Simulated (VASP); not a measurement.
# Al36C (a cell with a defect) in VASP: single point with PBE

Aim: the single point of Al36C (a cell with a defect) with PBE.

All numbers are computed with VASP 6.6.1; they aren't measurements. Logs are shortened: lines on timing, memory, paths and dates and some standing lists are left out, and cuts for length are marked.

### Step 1. The cell of the first run

The cell holds a defect, 37 atoms: a = 8.568 Å, b = 8.568 Å, c = 11.424 Å, α = 60.00°, β = 60.00°, γ = 60.00°.

### Step 2. Single point, PBE

Contents of INCAR:

```
PREC     = Accurate       # precision mode
ENCUT    = 520            # plane-wave cutoff, eV
EDIFF    = 1E-6           # SCF threshold, eV
ISMEAR   = 1              # smearing method
SIGMA    = 0.1            # smearing width, eV
LREAL    = Auto         
LASPH    = T              # aspherical terms in the spheres
NELM     = 60             # most SCF steps
ALGO     = Normal         # electronic algorithm
ISIF     = 2              # what is computed and relaxed
LWAVE    = F              # write WAVECAR
LCHARG   = F              # write CHGCAR
GGA      = PE             # functional
NBANDS   = 80             # bands
```

Contents of KPOINTS:

```
regular mesh
0
Gamma
  2 2 2
```

Contents of POSCAR:

```
Al36C
1.0
    0.0000000000      6.0583944000      6.0583944000
    6.0583944000      0.0000000000      6.0583944000
    8.0778592000      8.0778592000      0.0000000000
Al C
36 1
Direct
   -0.0022815451     -0.0016670258      0.0039403385
    0.0001436024      0.0007224686      0.2484171796
   -0.0009032921     -0.0001448404      0.5016423782
    0.0015443036      0.0021880385      0.7461749271
   -0.0010323692      0.3343822416     -0.0007305772
    0.0058360347      0.3309366917      0.2490177100
   -0.0003838476      0.3329888031      0.5006688530
   -0.0013477168      0.3318915652      0.7515746251
    0.0005148229      0.6687484724     -0.0014139885
   -0.0004250301      0.6675770399      0.2494344046
   -0.0067824901      0.6697640880      0.5010521847
    0.0001336988      0.6661948255      0.7509367086
    0.3337220007     -0.0003414271     -0.0007345387
    0.3302498761      0.0065708829      0.2490136248
    0.3323063616      0.0003532289      0.5006465079
    0.3312248044     -0.0006680813      0.7515839717
    0.3347781386      0.3354595072     -0.0021947647
    0.3319468604      0.3325996736      0.2477457146
    0.3260643612      0.3267531576      0.5070694349
    0.3312234014      0.3319516471      0.7543226304
    0.3313554496      0.6678261158     -0.0002963657
    0.3302917189      0.6710217644      0.2463605085
    0.3286030701      0.6697579808      0.5039532009
    0.3320560477      0.6685329862      0.7504829374
    0.6680784929      0.0011815012     -0.0014154740
    0.6669589718      0.0002047572      0.2494215918
    0.6690699272     -0.0060592787      0.5010234023
    0.6654955478      0.0008567451      0.7509011175
    0.6671992170      0.3319536278     -0.0002724732
    0.6703745633      0.3309489887      0.2463867531
    0.6689663519      0.3293821545      0.5039000927
    0.6678696091      0.3326778296      0.7504845467
    0.6678305724      0.6685200290     -0.0038839498
    0.6728212511      0.6735485065      0.2433437438
    0.6672973453      0.6679739272      0.5023072821
    0.6644578141      0.6650875189      0.7523597960
    0.4992640459      0.5001197182      0.3754484233
```

Potentials or basis: VASP PAW PBE potentials, release 64 (Al, C).

Launch:

```bash
cat potpaw_PBE.64/Al/POTCAR potpaw_PBE.64/C/POTCAR > POTCAR
mpirun -np 1 vasp_std > vasp.out
```

OUTCAR:

```text
PREC = Accurate
   ENCUT = 520
   EDIFF = 1E-6
   ISMEAR = 1
   LREAL = Auto
   LASPH = T
   NELM = 60
   ISIF = 2
   GGA = PE

 ion  position               nearest neighbor table
   1  0.998  0.998  0.004-   2 2.81  26 2.82  10 2.82   9 2.84  25 2.84  29 2.85  21 2.85  13 2.86
                             5 2.86  16 2.87   8 2.87   4 2.91
   2  0.000  0.001  0.248-   1 2.81  22 2.83  30 2.83  10 2.85  26 2.85  13 2.85   5 2.85  14 2.86
                             6 2.86  11 2.86  27 2.86   3 2.88
   3  0.999  1.000  0.502-   4 2.81  23 2.83  31 2.83   7 2.85  15 2.85  28 2.85  12 2.85  27 2.86
                            11 2.86   6 2.86  14 2.86   2 2.88
   4  0.002  0.002  0.746-   3 2.81  15 2.82   7 2.82   8 2.84  16 2.84  32 2.85  24 2.85  12 2.86
                            28 2.86   9 2.87  25 2.87   1 2.91
   5  0.999  0.334  0.999-  30 2.82  20 2.82  12 2.84   8 2.84  33 2.85  29 2.85   2 2.85   1 2.86
                             9 2.87  13 2.87   6 2.87  17 2.87
   6  0.006  0.331  0.249-  14 2.78  18 2.79  17 2.84   7 2.86   2 2.86  10 2.86   3 2.86   5 2.87
                             9 2.88  30 2.89  34 2.90  31 2.90
   7  1.000  0.333  0.501-  19 2.81   4 2.82  31 2.83  32 2.85  15 2.85   3 2.85   6 2.86   8 2.86
                            35 2.86  11 2.86  10 2.87  18 2.87
   8  0.999  0.332  0.752-  19 2.80  32 2.84  29 2.84   5 2.84   4 2.84  16 2.85   7 2.86  36 2.86
                            20 2.87  12 2.87   1 2.87  11 2.88
   9  0.001  0.669  0.999-  34 2.80  21 2.84  24 2.84  12 2.84   1 2.84  25 2.85  10 2.86  17 2.86
[... 40 lines left out ...]
                             5 2.85  18 2.85  33 2.87  21 2.88
  30  0.670  0.331  0.246-  37 2.07   5 2.82  29 2.83   2 2.83  26 2.83  33 2.88  18 2.88   6 2.89
                            27 2.90  22 2.91  34 2.93  31 2.93  19 2.96
  31  0.669  0.329  0.504-  37 2.07  28 2.82   3 2.83  32 2.83   7 2.83  20 2.88  35 2.88  27 2.89
                             6 2.90  23 2.92  30 2.93  19 2.93  34 2.96
  32  0.668  0.333  0.750-  31 2.83   8 2.84  25 2.84  17 2.84  29 2.84  36 2.84   4 2.85   7 2.85
                            28 2.85  35 2.85  20 2.87  24 2.88
  33  0.668  0.669  0.996-  36 2.81  12 2.82  28 2.82  13 2.85   5 2.85  25 2.87  21 2.87   9 2.87
                            29 2.87  34 2.87  22 2.88  30 2.88
  34  0.673  0.674  0.243-  37 2.10  25 2.80   9 2.80  26 2.81  10 2.81  33 2.87  14 2.89   6 2.90
                            35 2.91  22 2.93  30 2.93  31 2.96  23 2.96
  35  0.667  0.668  0.502-  11 2.79  27 2.79  36 2.83  24 2.85  32 2.85   7 2.86  15 2.86  26 2.87
                            10 2.87  31 2.88  23 2.88  34 2.91
  36  0.664  0.665  0.752-  33 2.81  35 2.83  21 2.84  29 2.84  24 2.84  11 2.84  32 2.84  27 2.84
                             8 2.86  16 2.86  12 2.87  28 2.87
  37  0.499  0.500  0.375-  31 2.07  23 2.07  22 2.07  30 2.07  19 2.10  34 2.10

  LATTYP: Found a base centered monoclinic cell.
 ALAT       =    14.8399749405
 B/A-ratio  =     0.5773502692
 C/A-ratio  =     0.7698003589
 COS(beta)  =    -0.5773502692

  Lattice vectors:

 A1 = (   0.0000000000,  -6.0583944000,  -6.0583944000)
 A2 = (  -6.0583944000,   0.0000000000,  -6.0583944000)
 A3 = (   8.0778592000,   8.0778592000,   0.0000000000)

Analysis of symmetry for initial positions (statically):
=====================================================================
 Subroutine PRICEL returns:
 Original cell was already a primitive cell.

 Routine SETGRP: Setting up the symmetry group for a
 base centered monoclinic supercell.

 Subroutine GETGRP returns: Found  1 space group operations
 (whereof  1 operations were pure point group operations)
 out of a pool of  4 trial point group operations.

The static configuration has the point symmetry C_1 .

Analysis of symmetry for dynamics (positions and initial velocities):
=====================================================================
 Subroutine PRICEL returns:
 Original cell was already a primitive cell.

 Routine SETGRP: Setting up the symmetry group for a
 base centered monoclinic supercell.

 Subroutine GETGRP returns: Found  1 space group operations
 (whereof  1 operations were pure point group operations)
 out of a pool of  4 trial point group operations.

The dynamic configuration has the point symmetry C_1 .

 Subroutine INISYM returns: Found  1 space group operations
 (whereof  1 operations are pure point group operations),
 and found     1 'primitive' translations

----------------------------------------------------------------------------------------

                                     Primitive cell

[... 96 lines left out ...]

 Generating k-lattice:

  Cartesian coordinates                     Fractional coordinates (reciprocal lattice)
    -0.041265059  0.041265059  0.041265059     0.500000000  0.000000000  0.000000000
     0.041265059 -0.041265059  0.041265059     0.000000000  0.500000000  0.000000000
     0.030948794  0.030948794 -0.030948794     0.000000000  0.000000000  0.500000000

  Length of vectors
     0.071473178  0.071473178  0.053604884

  Shift w.r.t. Gamma in fractional coordinates (k-lattice)
     0.000000000  0.000000000  0.000000000

 Subroutine IBZKPT returns following result:
 ===========================================

 Found      8 irreducible k-points:

 Following reciprocal coordinates:
            Coordinates               Weight
  0.000000  0.000000  0.000000      1.000000
  0.500000  0.000000  0.000000      1.000000
  0.000000  0.500000  0.000000      1.000000
  0.500000  0.500000  0.000000      1.000000
  0.000000  0.000000  0.500000      1.000000
  0.500000  0.000000  0.500000      1.000000
  0.000000  0.500000  0.500000      1.000000
  0.500000  0.500000  0.500000      1.000000
   k-points           NKPTS =      8   k-points in BZ     NKDIM =      8   number of bands    NBANDS=     80
   number of dos      NEDOS =    301   number of ions     NIONS =     37
   total plane-waves  NPLWV = 368640
   dimension x,y,z NGX =    64 NGY =   64 NGZ =   90
   dimension x,y,z NGXF=   128 NGYF=  128 NGZF=  180
   ions per type =              36   1
   NGX,Y,Z   is equivalent  to a cutoff of  12.42, 12.42, 13.10 a.u.
   NGXF,Y,Z  is equivalent  to a cutoff of  24.84, 24.84, 26.19 a.u.
 SYSTEM =  unknown system
   PREC   = accura    normal or accurate (medium, high low for compatibility)
   ISTART =      0    job   : 0-new  1-cont  2-samecut
   ICHARG =      2    charge: 1-file 2-atom 10-const
   ISPIN  =      1    spin polarized calculation?
   LNONCOLLINEAR =      F non collinear calculations
   LSORBIT =      F    spin-orbit coupling
   LASPH  =      T    aspherical Exc in radial PAW
   ENCUT  =  520.0 eV  38.22 Ry    6.18 a.u.  15.93 15.93 21.24*2*pi/ulx,y,z
   NELM   =     60;   NELMIN=  2; NELMDL= -5     # of ELM steps
   EDIFF  = 0.1E-05   stopping-criterion for ELM
   LREAL  =      T    real-space projection
   EDIFFG = 0.1E-04   stopping-criterion for IOM
   NSW    =      0    number of steps for IOM
   IBRION =     -1    ionic relax: 0-MD 1-quasi-New 2-CG
   NFREE  =      0    steps in history (QN), initial steepest desc. (CG)
   ISIF   =      2    stress and relaxation
   ISYM   =      2    0-nonsym 1-usesym 2-fastsym
   POTIM  = 0.5000    time-step for ionic-motion
   TEBEG  =    0.0;   TEEND  =   0.0 temperature during run
   PSTRESS=    0.0 pullay stress
   NELECT =     112.0000    total number of electrons
   NUPDOWN=      -1.0000    fix difference up-down
   EMIN   =  10.00;   EMAX   =-10.00  energy-range for DOS
   EFERMI =   0.00;   METHOD = LEGACY
   ISMEAR =     1;   SIGMA  =   0.10  broadening in eV -4-tet -1-fermi 0-gaus
   EFERMI_NEDOS =   21; number of points for ismear=-14 and -15
   IALGO  =     38    algorithm
   IMIX   =      4    mixing-type and parameters
     AMIX     =   0.40;   BMIX     =  1.00
     AMIX_MAG =   1.60;   BMIX_MAG =  1.00
  volume/ion in A,a.u.               =      16.03       108.15
  Fermi-wavevector in a.u.,A,eV,Ry     =   0.939291  1.775004 12.003992  0.882268
  Thomas-Fermi vector in A             =   2.066589
   LORBIT       =      0    0 simple, 1 ext, 2 COOP (PROOUT), +10 PAW based schemes
   GGA     = PE    functional components
   LHFCALC =     F    Hartree Fock is set to
   AEXX    =    0.0000 exact exchange contribution
   IVDW    =     0    specifies the selected vdW correction
   LEPSILON=     F    determine dielectric tensor
   LRPA    =     F    only Hartree local field effects (RPA)
 non-spin polarized calculation
 Methfessel and Paxton  Order N= 1 SIGMA  =   0.10
  energy-cutoff  :      520.00
  volume of cell :      592.98
 maximum number of plane-waves:     15989
 NGX is ok and might be reduce to    64
   NGX = 31   NGY = 31   NGZ = 43

 number of electron     111.9999999 magnetization

 Free energy of the ion-electron system (eV)
  ---------------------------------------------------
  ext. energy  EPLUGINS =         0.00000000
  ---------------------------------------------------
  free energy    TOTEN  =      -143.79523780 eV

  energy without entropy =     -143.79554236  energy(sigma->0) =     -143.79533932

 E-fermi :   8.2555     XC(G=0): -10.2639

 val. band max:        8.2500609769   @ k =   0.5000   0.5000   0.5000
 cond. band min:       8.2773763391   @ k =   0.0000   0.5000   0.0000
 fundamental gap:      0.0273153622
 Fermi energy:         8.2555493140

 k-point     1 :       0.0000    0.0000    0.0000
  band No.  band energies     occupation
      1      -4.8884      2.00000
      2      -2.7275      2.00000
      3      -1.4433      2.00000
      4      -1.1230      2.00000
      5      -0.5047      2.00000
      6      -0.2997      2.00000
[... 557 lines left out ...]
     67       9.8500     -0.00000
     68      10.0851     -0.00000
 [bands above 68 left out]

------------------------ aborting loop because EDIFF is reached ----------------------------------------

  FORCE on cell =-STRESS in cart. coord.  units (eV):
  Direction    XX          YY          ZZ          XY          YZ          ZX
  --------------------------------------------------------------------------------------
  -------------------------------------------------------------------------------------
  Total        5.7442903      5.7420265     -0.1920571      3.4983821      0.5535845      0.5620366
  in kB       15.5204963     15.5143796     -0.5189190      9.4522776      1.4957299      1.5185665
  external PRESSURE =      10.1719856 kB  Pullay stress =       0.0000000 kB

 VOLUME and BASIS-vectors are now :
 -----------------------------------------------------------------------------
  energy-cutoff  :      520.00
  volume of cell :      592.98
      direct lattice vectors                 reciprocal lattice vectors
     0.000000000  6.058394400  6.058394400    -0.082530117  0.082530117  0.082530117
     6.058394400  0.000000000  6.058394400     0.082530117 -0.082530117  0.082530117
     8.077859200  8.077859200  0.000000000     0.061897588  0.061897588 -0.061897588

 POSITION                                       TOTAL-FORCE (eV/Angst)
 -----------------------------------------------------------------------------------
      6.08012      6.07640     12.09287        -0.000613     -0.000835     -0.001422
      2.01106      2.00755      0.00525        -0.001917     -0.002511     -0.000086
     10.10971     10.10512     12.11044         0.000932      0.002767      0.000195
      6.04075      6.03685      0.02261        -0.001054      0.000284      0.000912
     10.09778     14.12410      8.07796        -0.000687     -0.001252     -0.000395
      4.01647      2.04689      2.04030        -0.000482      0.004293     -0.002225
[... 29 lines left out ...]
     10.10682     10.10300      8.05491         0.001117     -0.000933      0.002612
      6.06274      6.05756      6.05466        -0.004193      0.002187      0.007899
 -----------------------------------------------------------------------------------
    total drift:                               -0.004810     -0.014291     -0.006208

  FREE ENERGIE OF THE ION-ELECTRON SYSTEM (eV)
  ---------------------------------------------------
  free  energy   TOTEN  =      -143.7952378041 eV

  energy  without entropy=     -143.7955423649  energy(sigma->0) =     -143.79533932
```

Wall time 27 min (1 thread of Intel Xeon 8259CL, shared host); peak memory 0.82 GiB.

What came out:

| Quantity | Value |
| --- | --- |
| Free energy | -143.7952 eV |
| Pressure | 1.0 GPa |
| Largest force | 0.009 eV/Å |
| Band gap on the k mesh | zero (bands 56 and 57 overlap by 0.58 eV) |

Forces on the atoms (eV/Å):
```
Al  -0.001 -0.001 -0.001
Al  -0.002 -0.003  0.000
Al   0.001  0.003  0.000
Al  -0.001  0.000  0.001
Al  -0.001 -0.001  0.000
Al   0.000  0.004 -0.002
Al  -0.001  0.000 -0.001
Al   0.001  0.001  0.002
Al   0.001 -0.001 -0.002
Al  -0.002 -0.001 -0.003
Al   0.000  0.002  0.003
Al  -0.002  0.000 -0.001
Al   0.000 -0.001 -0.002
Al   0.004 -0.001 -0.004
Al   0.002 -0.001 -0.001
Al   0.002  0.001  0.002
Al  -0.001  0.000  0.001
Al   0.004  0.002 -0.002
Al   0.002  0.001 -0.003
Al  -0.003 -0.001  0.000
Al   0.001 -0.001  0.000
Al   0.003 -0.004 -0.002
Al  -0.003 -0.003 -0.001
Al   0.000  0.000  0.000
Al   0.000 -0.001 -0.001
Al   0.001  0.000 -0.002
Al   0.002  0.000  0.003
Al   0.000 -0.001 -0.001
Al  -0.002  0.001  0.002
Al  -0.002  0.003 -0.002
Al  -0.001  0.000  0.000
Al   0.000  0.000  0.001
Al  -0.003 -0.005  0.002
Al   0.000  0.002  0.006
Al   0.002  0.004  0.000
Al   0.001 -0.001  0.003
C   -0.004  0.002  0.008
```

Levels at points of the mesh, in eV from the Fermi level:
| k point | band 52 | band 53 | band 54 | band 55 | band 56 | band 57 | band 58 | band 59 |
| --- | --- | --- | --- | --- | --- | --- | --- | --- |
| (0.00, 0.00, 0.00) | -0.94 | -0.91 | -0.39 | -0.25 | -0.20 | -0.07 | 0.25 | 0.27 |
| (0.50, 0.00, 0.00) | -0.83 | -0.73 | -0.56 | -0.25 | 0.02 | 0.13 | 0.25 | 0.48 |
| (0.00, 0.50, 0.00) | -0.83 | -0.73 | -0.56 | -0.25 | 0.02 | 0.13 | 0.25 | 0.48 |
| (0.50, 0.50, 0.00) | -0.87 | -0.42 | -0.37 | -0.25 | 0.10 | 0.19 | 0.25 | 0.39 |
| (0.00, 0.00, 0.50) | -1.06 | -1.00 | -0.84 | -0.76 | -0.67 | -0.37 | -0.30 | -0.14 |
| (0.50, 0.00, 0.50) | -0.81 | -0.71 | -0.25 | -0.12 | 0.18 | 0.28 | 0.46 | 0.65 |
| (0.00, 0.50, 0.50) | -0.81 | -0.71 | -0.25 | -0.12 | 0.18 | 0.28 | 0.46 | 0.65 |
| (0.50, 0.50, 0.50) | -0.75 | -0.70 | -0.48 | -0.01 | 0.21 | 0.38 | 0.57 | 0.60 |

Caveat: the k points lie up to 0.45 Å⁻¹ apart, too coarse for converged energies and pressures of a metal.

The gap in the log of VASP goes by the Fermi energy; the results here count the filled bands.